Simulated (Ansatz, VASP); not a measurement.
## Two plane-wave programs on CdTe

```
Te Cd
1.0
     0.00000    3.13957    3.13957
     3.13957    0.00000    3.13957
     3.13957    3.13957    0.00000
Te Cd
1 1
Cartesian
  4.7094 4.7094 4.7094
  0.0000 0.0000 0.0000
```

Alike in both runs: task single point; functional PBE; dispersion D3(BJ); k mesh 7 × 7 × 7; occupations fermi-dirac, width 0.05 eV; no spin polarisation.

|  | VASP | Ansatz |
| --- | --- | --- |
| version | VASP 6.6.1 | Ansatz 0.2.0 |
| potentials or method | VASP PAW PBE potentials, release 64 (Te, Cd) | Ansatz PAW |
| plane-wave cutoff (eV) | 520 | 420 |
| valence electrons in the cell | 18 | 36 |

Ansatz gave:

```
gap on the k mesh at the Fermi level (eV) : 1.06
least direct gap on the mesh (eV)         : 1.06
pressure (GPa)                            : 5.8
```

Task: Which values does VASP return?

Result: gap on the k mesh at the Fermi level (eV): 1.07; least direct gap on the mesh (eV): 1.07; pressure (GPa): 6.0.

VASP's potentials hold 18 valence electrons a cell and Ansatz's 36, so a difference there can come from the potentials and not from the codes.

Neither program's run includes spin-orbit coupling. Noted on Ansatz's run: odd divisions of the mesh miss points on the zone boundary, where band edges often lie, so the gap on the mesh can be too wide.
